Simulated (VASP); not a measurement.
# Ta4Al (Fmmm) in VASP: further runs

Runs on Ta4Al. Level: PBE. Tasks: single point.

Program: VASP 6.6.1. These are calculated values, not measurements. Logs are shortened: lines on timing, memory, paths and dates and some standing lists are left out, and cuts for length are marked.

## (1) The cell of the first run

Symmetry: Fmmm, No. 69, orthorhombic system. The conventional cell has a = 3.409 Å, b = 4.584 Å, c = 22.779 Å, α = 90.00°, β = 90.00°, γ = 90.00°. Within 3.8 Å of Ta (site symmetry mm2) lie 14 Ta at 2.86 to 3.41 Å. Within 3.7 Å of Ta (site symmetry mm2) lie 4 Al at 2.80 to 3.19 Å and 10 Ta at 2.86 to 3.41 Å. Al (site symmetry mmm) has 8 Ta at 2.80 to 3.19 Å and 6 Al at 2.86 to 3.41 Å within 3.7 Å.

## (2) Single point, PBE

The input, INCAR:

```
PREC = Accurate ; ENCUT = 520
EDIFF = 1E-7 ; ISMEAR = 0
SIGMA = 0.1 ; LREAL = False
LASPH = True ; NELM = 80
ALGO = Fast ; ISIF = 2
LWAVE = False ; LCHARG = False
GGA = PE ; NBANDS = 32
```

The input, KPOINTS:

```
Automatic mesh
0
Gamma
  12 12 12
```

The input, POSCAR:

```
Ta4Al
1.0
    0.0000000000      2.2921264438     11.3897437375
    1.7045875147      0.0000000000     11.3897437375
    1.7045875147      2.2921264438      0.0000000000
Ta Al
4 1
Direct
    0.1987286585      0.1987286585      0.8012713415
    0.5973312308      0.5973312308      0.4026687692
    0.8012713415      0.8012713415      0.1987286585
    0.4026687692      0.4026687692      0.5973312308
    0.0000000000      0.0000000000      0.0000000000
```

Potentials or basis: VASP PAW PBE potentials, release 64 (Ta_pv, Al).

Run with:

```
$ cat potpaw_PBE.64/Ta_pv/POTCAR potpaw_PBE.64/Al/POTCAR > POTCAR
$ mpirun -np 1 vasp_std > vasp.out
```

OUTCAR:

```text
PREC = Accurate
   ENCUT = 520
   EDIFF = 1E-7
   ISMEAR = 0
   LREAL = False
   LASPH = True
   NELM = 80
   ISIF = 2
   GGA = PE

 ion  position               nearest neighbor table
   1  0.199  0.199  0.801-   2 2.87   2 2.87   3 2.89   3 2.89   2 3.25   2 3.25   3 3.27   3 3.27

   2  0.597  0.597  0.403-   5 2.80   5 2.80   1 2.87   1 2.87   5 3.19   5 3.19   1 3.25   1 3.25

   3  0.801  0.801  0.199-   4 2.87   4 2.87   1 2.89   1 2.89   4 3.25   4 3.25   1 3.27   1 3.27

   4  0.403  0.403  0.597-   5 2.80   5 2.80   3 2.87   3 2.87   5 3.19   5 3.19   3 3.25   3 3.25

   5  0.000  0.000  0.000-   2 2.80   2 2.80   4 2.80   4 2.80   4 3.19   2 3.19   2 3.19   4 3.19

  LATTYP: Found a face centered orthorhombic cell.
 ALAT       =     3.4091750294
 B/A-ratio  =     1.3446810000
 C/A-ratio  =     6.6818181169

  Lattice vectors:

 A1 = (   0.0000000000,   2.2921264438,  11.3897437375)
 A2 = (   1.7045875147,   0.0000000000,  11.3897437375)
 A3 = (   1.7045875147,   2.2921264438,   0.0000000000)

Analysis of symmetry for initial positions (statically):
=====================================================================
 Subroutine PRICEL returns:
 Original cell was already a primitive cell.

 Routine SETGRP: Setting up the symmetry group for a
 face centered orthorhombic supercell.

 Subroutine GETGRP returns: Found  8 space group operations
 (whereof  8 operations were pure point group operations)
 out of a pool of  8 trial point group operations.

The static configuration has the point symmetry D_2h.

Analysis of symmetry for dynamics (positions and initial velocities):
=====================================================================
 Subroutine PRICEL returns:
 Original cell was already a primitive cell.

 Routine SETGRP: Setting up the symmetry group for a
 face centered orthorhombic supercell.

 Subroutine GETGRP returns: Found  8 space group operations
 (whereof  8 operations were pure point group operations)
 out of a pool of  8 trial point group operations.

The dynamic configuration has the point symmetry D_2h.

 Subroutine INISYM returns: Found  8 space group operations
 (whereof  8 operations are pure point group operations),
 and found     1 'primitive' translations

----------------------------------------------------------------------------------------

                                     Primitive cell

  volume of cell :      89.0024

  direct lattice vectors                    reciprocal lattice vectors
     0.000000000  2.292126444 11.389743737    -0.293326095  0.218138053  0.043899144
     1.704587515  0.000000000 11.389743737     0.293326095 -0.218138053  0.043899144
[... 99 lines left out ...]
   POTIM  = 0.5000    time-step for ionic-motion
   TEBEG  =    0.0;   TEEND  =   0.0 temperature during run
   PSTRESS=    0.0 pullay stress
   NELECT =      47.0000    total number of electrons
   NUPDOWN=      -1.0000    fix difference up-down
   EMIN   =  10.00;   EMAX   =-10.00  energy-range for DOS
   EFERMI =   0.00;   METHOD = LEGACY
   ISMEAR =     0;   SIGMA  =   0.10  broadening in eV -4-tet -1-fermi 0-gaus
   EFERMI_NEDOS =   21; number of points for ismear=-14 and -15
   IALGO  =     68    algorithm
   IMIX   =      4    mixing-type and parameters
     AMIX     =   0.40;   BMIX     =  1.00
     AMIX_MAG =   1.60;   BMIX_MAG =  1.00
  volume/ion in A,a.u.               =      17.80       120.12
  Fermi-wavevector in a.u.,A,eV,Ry     =   1.323245  2.500570 23.823483  1.750977
  Thomas-Fermi vector in A             =   2.452867
   LORBIT       =      0    0 simple, 1 ext, 2 COOP (PROOUT), +10 PAW based schemes
   GGA     = PE    functional components
   LHFCALC =     F    Hartree Fock is set to
   AEXX    =    0.0000 exact exchange contribution
   IVDW    =     0    specifies the selected vdW correction
   LEPSILON=     F    determine dielectric tensor
   LRPA    =     F    only Hartree local field effects (RPA)
 non-spin polarized calculation
 RMM-DIIS sequential band-by-band and
 Gauss-broadening in eV      SIGMA  =   0.10
  energy-cutoff  :      520.00
  volume of cell :       89.00
 maximum number of plane-waves:      2441
 NGX is ok and might be reduce to    90
   NGX = 43   NGY = 43   NGZ = 11

 number of electron      47.0000003 magnetization

 Free energy of the ion-electron system (eV)
  ---------------------------------------------------
  ext. energy  EPLUGINS =         0.00000000
  ---------------------------------------------------
  free energy    TOTEN  =       -51.37421442 eV

  energy without entropy =      -51.34783959  energy(sigma->0) =      -51.36102701

 E-fermi :   5.8644     XC(G=0): -12.1450

 val. band max:        5.8631275247   @ k =  -0.4167   0.2500   0.1667
 cond. band min:       5.8676157361   @ k =  -0.1667   0.0833   0.1667
 fundamental gap:      0.0044882114
 Fermi energy:         5.8644332594

 k-point     1 :       0.0000    0.0000    0.0000
  band No.  band energies     occupation
      1     -28.3687      2.00000
      2     -28.2199      2.00000
      3     -27.8172      2.00000
      4     -27.6604      2.00000
      5     -27.6307      2.00000
      6     -27.4480      2.00000
[... 829 lines left out ...]
     31       9.8560      0.00000
     32      10.2552      0.00000

 [... further k-points ...]

------------------------ aborting loop because EDIFF is reached ----------------------------------------

  FORCE on cell =-STRESS in cart. coord.  units (eV):
  Direction    XX          YY          ZZ          XY          YZ          ZX
  --------------------------------------------------------------------------------------
  -------------------------------------------------------------------------------------
  Total        0.0484776      0.0522142      0.0363276      0.0000000      0.0000000      0.0000000
  in kB        0.8726694      0.9399338      0.6539523      0.0000000      0.0000000      0.0000000
  external PRESSURE =       0.8221851 kB  Pullay stress =       0.0000000 kB

 VOLUME and BASIS-vectors are now :
 -----------------------------------------------------------------------------
  energy-cutoff  :      520.00
  volume of cell :       89.00
      direct lattice vectors                 reciprocal lattice vectors
     0.000000000  2.292126444 11.389743737    -0.293326095  0.218138053  0.043899144
     1.704587515  0.000000000 11.389743737     0.293326095 -0.218138053  0.043899144
     1.704587515  2.292126444  0.000000000     0.293326095  0.218138053 -0.043899144

 POSITION                                       TOTAL-FORCE (eV/Angst)
 -----------------------------------------------------------------------------------
      1.70459      2.29213      4.52694         0.000000      0.000000     -0.001970
      1.70459      2.29213     13.60690         0.000000      0.000000     -0.002063
      1.70459      2.29213     18.25255         0.000000      0.000000      0.001970
      1.70459      2.29213      9.17259         0.000000      0.000000      0.002063
      0.00000      0.00000      0.00000        -0.000000      0.000000      0.000000
 -----------------------------------------------------------------------------------
    total drift:                               -0.000000     -0.000000     -0.000000

  FREE ENERGIE OF THE ION-ELECTRON SYSTEM (eV)
  ---------------------------------------------------
  free  energy   TOTEN  =       -51.3742144237 eV

  energy  without entropy=      -51.3478395932  energy(sigma->0) =      -51.36102701
```

OSZICAR:

```text
N       E                     dE             d eps       ncg     rms          rms(c)
DAV:   1     0.424787473164E+03    0.42479E+03   -0.25012E+04 18008   0.145E+03
DAV:   2    -0.366401378863E+02   -0.46143E+03   -0.44661E+03 20072   0.429E+02
DAV:   3    -0.531252530883E+02   -0.16485E+02   -0.15696E+02 23264   0.732E+01
DAV:   4    -0.534316341351E+02   -0.30638E+00   -0.30433E+00 21808   0.953E+00
DAV:   5    -0.534403305710E+02   -0.86964E-02   -0.86917E-02 23248   0.145E+00    0.265E+01
RMM:   6    -0.518881167969E+02    0.15522E+01   -0.22494E+00 19590   0.835E+00    0.126E+01
RMM:   7    -0.525173537625E+02   -0.62924E+00   -0.32383E+00 23568   0.782E+00    0.431E+00
RMM:   8    -0.513714144132E+02    0.11459E+01   -0.80778E-01 20540   0.353E+00    0.101E+00
RMM:   9    -0.513780066697E+02   -0.65923E-02   -0.24588E-01 23798   0.151E+00    0.483E-01
RMM:  10    -0.513741478207E+02    0.38588E-02   -0.27348E-02 22752   0.707E-01    0.277E-01
RMM:  11    -0.513741356616E+02    0.12159E-04   -0.80035E-03 25306   0.325E-01    0.908E-02
RMM:  12    -0.513741956077E+02   -0.59946E-04   -0.14966E-03 25734   0.154E-01    0.453E-02
RMM:  13    -0.513742139701E+02   -0.18362E-04   -0.23460E-04 23932   0.784E-02    0.252E-02
RMM:  14    -0.513742153430E+02   -0.13729E-05   -0.97625E-05 25305   0.451E-02    0.125E-02
RMM:  15    -0.513742143963E+02    0.94676E-06   -0.16467E-05 25768   0.207E-02    0.622E-03
RMM:  16    -0.513742144022E+02   -0.58944E-08   -0.24599E-06 23795   0.796E-03    0.236E-03
RMM:  17    -0.513742144237E+02   -0.21545E-07   -0.57365E-07 19026   0.379E-03
   1 F= -.51374214E+02 E0= -.51361027E+02  d E =-.263748E-01
```

stdout:

```text
POSCAR found type information on POSCAR TaAl
 POSCAR found :  2 types and       5 ions
 scaLAPACK will be used
 LDA part: xc-table for (Slater+PW92), standard interpolation
 POSCAR, INCAR and KPOINTS ok, starting setup
 FFT: planning ... GRIDC
 FFT: planning ... GRID_SOFT
 FFT: planning ... GRID
 WAVECAR not read
 entering main loop
WARNING in EDDRMM: call to ZHEGV failed, returncode =   6  3     32
```

It took 24 min on 1 thread of Intel Xeon 6975P-C (Granite Rapids), shared host; peak memory 0.88 GiB.

What came out:

```yaml
Free_energy: -51.3742 eV
Pressure: 0.1 GPa
Band_gap_on_the_k_mesh: zero (an odd number of electrons rules out a gap without spin polarisation)
```

Forces on the atoms (eV/Å):
```
Ta   0.000  0.000 -0.002
Ta   0.000  0.000 -0.002
Ta   0.000  0.000  0.002
Ta   0.000  0.000  0.002
Al   0.000  0.000  0.000
```

Levels at points of the mesh, in eV from the Fermi level:
| k point | band 19 | band 20 | band 21 | band 22 | band 23 | band 24 | band 25 | band 26 | band 27 | band 28 |
| --- | --- | --- | --- | --- | --- | --- | --- | --- | --- | --- |
| (0.00, 0.00, 0.00) | -1.33 | -0.92 | -0.55 | 0.14 | 0.34 | 0.55 | 0.94 | 1.05 | 1.99 | 3.66 |
| (0.50, 0.00, 0.00) | -1.96 | -1.29 | -1.28 | -0.75 | -0.42 | 0.24 | 0.76 | 2.57 | 3.22 | 3.43 |
| (0.50, 0.50, 0.00) | -1.30 | -1.02 | -0.59 | 0.16 | 0.29 | 0.80 | 1.00 | 1.01 | 2.14 | 3.61 |
| (0.50, 0.00, 0.50) | -2.47 | -1.46 | -1.00 | -0.80 | 0.67 | 0.96 | 1.68 | 1.91 | 2.69 | 2.75 |
| (0.00, 0.50, 0.50) | -1.60 | -1.11 | -0.92 | -0.71 | -0.33 | 0.72 | 1.87 | 2.10 | 2.20 | 3.28 |

Caveat: spin-orbit coupling is left out, which moves the levels of the heavy elements.

## (3) Single point, PBE

The input, INCAR:

```
SYSTEM = Ta4Al
PREC     = Accurate       ! precision mode
ENCUT    = 520            ! plane-wave cutoff, eV
EDIFF    = 1E-7           ! SCF threshold, eV
ISMEAR   = 0              ! smearing method
SIGMA    = 0.2            ! smearing width, eV
LREAL    = .FALSE.        ! projectors in reciprocal space
LASPH    = .TRUE.         ! aspherical terms in the spheres
NELM     = 60             ! most SCF steps
ALGO     = Fast           ! electronic algorithm
ISIF     = 2              ! what is computed and relaxed
LWAVE    = .FALSE.        ! write WAVECAR
LCHARG   = .TRUE.         ! write CHGCAR
GGA      = PE             ! functional
LELF     = .TRUE.         ! ELF
LVHAR    = .TRUE.       
NBANDS   = 32             ! bands
```

The input, KPOINTS:

```
Automatic mesh
0
G
  6 6 6
  0 0 0
```

The input, POSCAR:

```
Ta4Al
1.0
    0.0000000000      2.2739199332     11.4123322603
    1.7181097049      0.0000000000     11.4123322603
    1.7181097049      2.2739199332      0.0000000000
Ta Al
4 1
Direct
    0.1983191907      0.1983191907      0.8016808093
    0.5968569084      0.5968569084      0.4031430916
    0.8016808093      0.8016808093      0.1983191907
    0.4031430916      0.4031430916      0.5968569084
    0.0000000000      0.0000000000      0.0000000000
```

Potentials or basis: VASP PAW PBE potentials, release 64 (Ta_pv, Al).

Run with:

```
$ cat potpaw_PBE.64/Ta_pv/POTCAR potpaw_PBE.64/Al/POTCAR > POTCAR
$ mpirun -np 1 vasp_std > vasp.out
```

OUTCAR:

```text
SYSTEM = Ta4Al
   PREC = Accurate
   ENCUT = 520
   EDIFF = 1E-7
   ISMEAR = 0
   LREAL = .FALSE.
   LASPH = .TRUE.
   NELM = 60
   ISIF = 2
   GGA = PE

 ion  position               nearest neighbor table
   1  0.198  0.198  0.802-   2 2.88   2 2.88   3 2.92   3 2.92   2 3.25   2 3.25   3 3.28   3 3.28

   2  0.597  0.597  0.403-   5 2.80   5 2.80   1 2.88   1 2.88   5 3.17   5 3.17   1 3.25   1 3.25

   3  0.802  0.802  0.198-   4 2.88   4 2.88   1 2.92   1 2.92   4 3.25   4 3.25   1 3.28   1 3.28
[... 1051 lines left out ...]
  --------------------------------------------------------------------------------------
  -------------------------------------------------------------------------------------
  Total       -0.0057252      0.0186882      0.0605315      0.0000000      0.0000000      0.0000000
  in kB       -0.1028651      0.3357751      1.0875808      0.0000000      0.0000000      0.0000000
  external PRESSURE =       0.4401636 kB  Pullay stress =       0.0000000 kB

 VOLUME and BASIS-vectors are now :
 -----------------------------------------------------------------------------
  energy-cutoff  :      520.00
  volume of cell :       89.17
      direct lattice vectors                 reciprocal lattice vectors
     0.000000000  2.273919933 11.412332260    -0.291017505  0.219884611  0.043812254
     1.718109705  0.000000000 11.412332260     0.291017505 -0.219884611  0.043812254
     1.718109705  2.273919933  0.000000000     0.291017505  0.219884611 -0.043812254

 POSITION                                       TOTAL-FORCE (eV/Angst)
 -----------------------------------------------------------------------------------
      1.71811      2.27392      4.52657         0.000000      0.000000     -0.039791
      1.71811      2.27392     13.62306         0.000000      0.000000      0.020860
      1.71811      2.27392     18.29810         0.000000      0.000000      0.039791
      1.71811      2.27392      9.20161         0.000000      0.000000     -0.020860
      0.00000      0.00000      0.00000         0.000000      0.000000      0.000000
 -----------------------------------------------------------------------------------
    total drift:                               -0.000000     -0.000000      0.000000

  FREE ENERGIE OF THE ION-ELECTRON SYSTEM (eV)
  ---------------------------------------------------
  free  energy   TOTEN  =       -51.4337830390 eV

  energy  without entropy=      -51.3272694879  energy(sigma->0) =      -51.38052626
```

It took 6.2 min on 1 thread of Intel Xeon Platinum 8488C (Sapphire Rapids), shared host; peak memory 0.48 GiB.

Results:

* Free energy: -51.4338 eV
* Pressure: 0.0 GPa
* Largest force: 0.040 eV/Å
* Band gap on the k mesh: zero (an odd number of electrons rules out a gap without spin polarisation)

Forces in eV/Å, atoms in the order of the input:
```
Ta   0.000  0.000 -0.040
Ta   0.000  0.000  0.021
Ta   0.000  0.000  0.040
Ta   0.000  0.000 -0.021
Al   0.000  0.000  0.000
```

Levels at points of the mesh, in eV from the Fermi level:
| k point | band 20 | band 21 | band 22 | band 23 | band 24 | band 25 | band 26 | band 27 |
| --- | --- | --- | --- | --- | --- | --- | --- | --- |
| (0.00, 0.00, 0.00) | -0.89 | -0.62 | 0.04 | 0.36 | 0.50 | 0.97 | 1.14 | 2.01 |
| (0.50, 0.00, 0.00) | -1.24 | -1.23 | -0.72 | -0.40 | 0.24 | 0.76 | 2.58 | 3.23 |
| (0.50, 0.50, 0.00) | -1.00 | -0.66 | 0.06 | 0.31 | 0.78 | 1.02 | 1.09 | 2.17 |
| (0.50, 0.00, 0.50) | -1.48 | -0.92 | -0.90 | 0.80 | 1.03 | 1.60 | 1.98 | 2.52 |
| (0.00, 0.50, 0.50) | -1.03 | -0.85 | -0.64 | -0.40 | 0.61 | 1.92 | 2.20 | 2.23 |

Caveat: the k points lie up to 0.38 Å⁻¹ apart, too coarse for converged energies and pressures of a metal; spin-orbit coupling is left out, which moves the levels of the heavy elements.
